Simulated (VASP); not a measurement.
Input of a VASP 6.6.1 run:

INCAR

```
  PREC = Accurate
  ENCUT = 520
  EDIFF = 1E-6
  ISMEAR = -1
  SIGMA = 0.03
  LREAL = False
  LASPH = True
  NELM = 100
  ALGO = Normal
  ISIF = 2
  LWAVE = False
  LCHARG = False
  GGA = PS
  NBANDS = 33
```

File KPOINTS:

```
regular mesh
0
Gamma
  6 6 6
```

Contents of POSCAR:

```
BeGe2O3
1.0
    2.6968327345     -3.7042717270      0.0000000000
    2.6968327345      3.7042717270      0.0000000000
    0.0000000000      0.0000000000      3.7955268502
Be Ge O
1 2 3
Direct
    0.0000000000      0.0000000000      0.0000000000
    0.5000000000      0.0000000000      0.5000000000
    0.0000000000      0.5000000000      0.5000000000
    0.8058746361      0.1941253639      0.0000000000
    0.1941253639      0.8058746361      0.0000000000
    0.5000000000      0.5000000000      0.5000000000
```

Potentials or basis: VASP PAW PBE potentials, release 64 (Be, Ge_d, O).

The run is started by

```sh
$ cat potpaw_PBE.64/Be/POTCAR potpaw_PBE.64/Ge_d/POTCAR potpaw_PBE.64/O/POTCAR > POTCAR
$ mpirun -np 1 vasp_std > vasp.out
```

**Question.** Predict the largest force.

**Answer.** 0.037 eV/Å.

**Question.** Estimate the band gap on the k mesh.

**Answer.** Zero (bands 24 and 25 overlap by 1.10 eV).

Stress tensor (GPa, compression positive):
```
 0.02  0.00  0.00
 0.00 -0.19  0.00
 0.00  0.00 -0.05
```

Caveat: the PAW data sets were made with another functional, which shifts forces and pressure a little.
